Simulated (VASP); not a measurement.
# MnHg (P4/mmm) in VASP: single point with PBE

Aim: the single point of MnHg with PBE.

Program: VASP 6.6.1. These are calculated values, not measurements. Logs are shortened: lines on timing, memory, paths and dates and some standing lists are left out, and cuts for length are marked.

## Step 1: The cell of the first run

It takes space group P4/mmm (No. 123, tetragonal). Conventional cell: a = 3.288 Å, b = 3.288 Å, c = 3.313 Å, α = 90.00°, β = 90.00°, γ = 90.00°. Mn (site symmetry 4/mmm) has 8 Hg at 2.85 Å and 6 Mn at 3.29 to 3.31 Å within 3.8 Å. Hg (site symmetry 4/mmm) has 8 Mn at 2.85 Å and 6 Hg at 3.29 to 3.31 Å within 3.8 Å.

## Step 2: Single point, PBE

File INCAR:

```
ALGO = Normal
EDIFF = 1E-7
ENCUT = 520
GGA = PE
ISIF = 2
ISMEAR = -1
LASPH = T
LCHARG = F
LREAL = F
LWAVE = F
NBANDS = 33
NELM = 80
PREC = Accurate
SIGMA = 0.05
```

File KPOINTS:

```
k-points
0
Gamma
  11 11 6
```

File POSCAR:

```
MnHg
1.0
    0.0000000000      0.0000000000      3.3130000000
    3.2880000000      0.0000000000      0.0000000000
    0.0000000000      6.5760000000      0.0000000000
Mn Hg
2 2
Direct
    0.5000000000      0.5000000000      0.2500000000
    0.5000000000      0.5000000000      0.7500000000
    0.0000000000      0.0000000000      0.0000000000
    0.0000000000      0.0000000000      0.5000000000
```

Potentials or basis: VASP PAW PBE potentials, release 64 (Mn_pv, Hg).

Started as:

```
$ cat potpaw_PBE.64/Mn_pv/POTCAR potpaw_PBE.64/Hg/POTCAR > POTCAR
$ mpirun -np 1 vasp_std > vasp.out
```

OUTCAR:

```text
EDIFF = 1E-7
   ENCUT = 520
   GGA = PE
   ISIF = 2
   ISMEAR = -1
   LASPH = T
   LREAL = F
   NELM = 80
   PREC = Accurate

 ion  position               nearest neighbor table
   1  0.500  0.500  0.250-   3 2.85   4 2.85   3 2.85   4 2.85   3 2.85   4 2.85   3 2.85   4 2.85

   2  0.500  0.500  0.750-   3 2.85   4 2.85   3 2.85   4 2.85   3 2.85   4 2.85   3 2.85   4 2.85

   3  0.000  0.000  0.000-   1 2.85   2 2.85   1 2.85   2 2.85   1 2.85   2 2.85   1 2.85   2 2.85
                             4 3.29   4 3.29
   4  0.000  0.000  0.500-   1 2.85   2 2.85   1 2.85   2 2.85   1 2.85   2 2.85   1 2.85   2 2.85
                             3 3.29   3 3.29

  LATTYP: Found a simple orthorhombic cell.
 ALAT       =     3.2880000000
 B/A-ratio  =     1.0076034063
 C/A-ratio  =     2.0000000000

  Lattice vectors:

 A1 = (  -3.2880000000,   0.0000000000,   0.0000000000)
 A2 = (   0.0000000000,   0.0000000000,   3.3130000000)
 A3 = (   0.0000000000,   6.5760000000,   0.0000000000)

Analysis of symmetry for initial positions (statically):
=====================================================================
 Subroutine PRICEL returns following result:

  LATTYP: Found a simple tetragonal cell.
 ALAT       =     3.2880000000
 C/A-ratio  =     1.0076034063

  Lattice vectors:

 A1 = (   3.2880000000,   0.0000000000,   0.0000000000)
 A2 = (   0.0000000000,   3.2880000000,   0.0000000000)
 A3 = (   0.0000000000,   0.0000000000,   3.3130000000)

   2 primitive cells build up your supercell.

 Routine SETGRP: Setting up the symmetry group for a
 simple orthorhombic supercell.

 Subroutine GETGRP returns: Found  8 space group operations
 (whereof  8 operations were pure point group operations)
 out of a pool of  8 trial point group operations.

The static configuration has the point symmetry D_2h.

Analysis of symmetry for dynamics (positions and initial velocities):
=====================================================================
 Subroutine PRICEL returns following result:

  LATTYP: Found a simple tetragonal cell.
 ALAT       =     3.2880000000
 C/A-ratio  =     1.0076034063

  Lattice vectors:

[... 105 lines left out ...]
   ISTART =      0    job   : 0-new  1-cont  2-samecut
   ICHARG =      2    charge: 1-file 2-atom 10-const
   ISPIN  =      1    spin polarized calculation?
   LNONCOLLINEAR =      F non collinear calculations
   LSORBIT =      F    spin-orbit coupling
   LASPH  =      T    aspherical Exc in radial PAW
   ENCUT  =  520.0 eV  38.22 Ry    6.18 a.u.   6.16  6.11 12.23*2*pi/ulx,y,z
   NELM   =     80;   NELMIN=  2; NELMDL= -5     # of ELM steps
   EDIFF  = 0.1E-06   stopping-criterion for ELM
   LREAL  =      F    real-space projection
   EDIFFG = 0.1E-05   stopping-criterion for IOM
   NSW    =      0    number of steps for IOM
   IBRION =     -1    ionic relax: 0-MD 1-quasi-New 2-CG
   NFREE  =      0    steps in history (QN), initial steepest desc. (CG)
   ISIF   =      2    stress and relaxation
   ISYM   =      2    0-nonsym 1-usesym 2-fastsym
   POTIM  = 0.5000    time-step for ionic-motion
   TEBEG  =    0.0;   TEEND  =   0.0 temperature during run
   PSTRESS=    0.0 pullay stress
   NELECT =      50.0000    total number of electrons
   NUPDOWN=      -1.0000    fix difference up-down
   EMIN   =  10.00;   EMAX   =-10.00  energy-range for DOS
   EFERMI =   0.00;   METHOD = LEGACY
   ISMEAR =    -1;   SIGMA  =   0.05  broadening in eV -4-tet -1-fermi 0-gaus
   EFERMI_NEDOS =   21; number of points for ismear=-14 and -15
   IALGO  =     38    algorithm
   IMIX   =      4    mixing-type and parameters
     AMIX     =   0.40;   BMIX     =  1.00
     AMIX_MAG =   1.60;   BMIX_MAG =  1.00
  volume/ion in A,a.u.               =      17.91       120.85
  Fermi-wavevector in a.u.,A,eV,Ry     =   1.452200  2.744260 28.693127  2.108885
  Thomas-Fermi vector in A             =   2.569610
   LORBIT       =      0    0 simple, 1 ext, 2 COOP (PROOUT), +10 PAW based schemes
   GGA     = PE    functional components
   LHFCALC =     F    Hartree Fock is set to
   AEXX    =    0.0000 exact exchange contribution
   IVDW    =     0    specifies the selected vdW correction
   LEPSILON=     F    determine dielectric tensor
   LRPA    =     F    only Hartree local field effects (RPA)
 non-spin polarized calculation
  energy-cutoff  :      520.00
  volume of cell :       71.63
 maximum number of plane-waves:      1958
 NGX is ok and might be reduce to    28
   NGX = 13   NGY = 13   NGZ = 25

 number of electron      50.0000001 magnetization

 Free energy of the ion-electron system (eV)
  ---------------------------------------------------
  ext. energy  EPLUGINS =         0.00000000
  ---------------------------------------------------
  free energy    TOTEN  =       -14.20016442 eV

  energy without entropy =      -14.11391576  energy(sigma->0) =      -14.15704009

 E-fermi :   4.9160     XC(G=0): -11.8233

 val. band max:        4.9134947448   @ k =   0.2727   0.1818   0.3333
 cond. band min:       4.9194121983   @ k =   0.0909   0.3636   0.3333
 fundamental gap:      0.0059174535
 Fermi energy:         4.9160425336

 k-point     1 :       0.0000    0.0000    0.0000
  band No.  band energies     occupation
      1     -42.7512      2.00000
      2     -42.7322      2.00000
      3     -42.7313      2.00000
      4     -42.7310      2.00000
      5     -42.7309      2.00000
      6     -42.7298      2.00000
[... 853 lines left out ...]
     32       9.7214      0.00000
     33       9.7295      0.00000

 [... further k-points ...]

------------------------ aborting loop because EDIFF is reached ----------------------------------------

  FORCE on cell =-STRESS in cart. coord.  units (eV):
  Direction    XX          YY          ZZ          XY          YZ          ZX
  --------------------------------------------------------------------------------------
  -------------------------------------------------------------------------------------
  Total       -5.9402971     -5.9393710     -5.9694165      0.0000000      0.0000000      0.0000000
  in kB     -132.8628911   -132.8421778   -133.5141868      0.0000000      0.0000000      0.0000000
  external PRESSURE =    -133.0730852 kB  Pullay stress =       0.0000000 kB

 VOLUME and BASIS-vectors are now :
 -----------------------------------------------------------------------------
  energy-cutoff  :      520.00
  volume of cell :       71.63
      direct lattice vectors                 reciprocal lattice vectors
     0.000000000  0.000000000  3.313000000     0.000000000  0.000000000  0.301841232
     3.288000000  0.000000000  0.000000000     0.304136253  0.000000000  0.000000000
     0.000000000  6.576000000  0.000000000     0.000000000  0.152068127  0.000000000

 POSITION                                       TOTAL-FORCE (eV/Angst)
 -----------------------------------------------------------------------------------
      1.64400      1.64400      1.65650        -0.000000      0.000000     -0.000000
      1.64400      4.93200      1.65650         0.000000     -0.000000     -0.000000
      0.00000      0.00000      0.00000         0.000000     -0.000000      0.000000
      0.00000      3.28800      0.00000         0.000000     -0.000000      0.000000
 -----------------------------------------------------------------------------------
    total drift:                                0.000000      0.000000      0.000000

  FREE ENERGIE OF THE ION-ELECTRON SYSTEM (eV)
  ---------------------------------------------------
  free  energy   TOTEN  =       -14.2001644162 eV

  energy  without entropy=      -14.1139157622  energy(sigma->0) =      -14.15704009
```

stdout:

```text
POSCAR found type information on POSCAR MnHg
 POSCAR found :  2 types and       4 ions
 scaLAPACK will be used
 LDA part: xc-table for (Slater+PW92), standard interpolation
 POSCAR, INCAR and KPOINTS ok, starting setup
 FFT: planning ... GRIDC
 FFT: planning ... GRID_SOFT
 FFT: planning ... GRID
 WAVECAR not read
 entering main loop
```

Wall time 3.7 min (1 thread of Intel Xeon Platinum 8259CL at 2.50GHz (Skylake/Cascade Lake), shared host); peak memory 0.39 GiB.

What came out:

| Quantity | Value |
| --- | --- |
| Free energy | -14.2002 eV |
| Pressure | -13.3 GPa |
| Band gap on the k mesh | zero (bands 25 and 26 overlap by 0.71 eV) |

Levels at points of the mesh, in eV from the Fermi level:
```tsv
k point	band 21	band 22	band 23	band 24	band 25	band 26	band 27	band 28	band 29	band 30
(0.00, 0.00, 0.00)	-0.73	-0.71	-0.58	-0.55	0.08	0.27	0.27	0.28	0.78	5.71
(0.00, 0.00, 0.50)	-0.88	-0.88	-0.22	-0.22	-0.19	-0.19	0.18	0.18	1.98	1.98
```

Caveat: the cell stands under tension; spin-orbit coupling is left out, which moves the levels of the heavy elements; the run has no spin polarisation, though such a crystal can be magnetic.
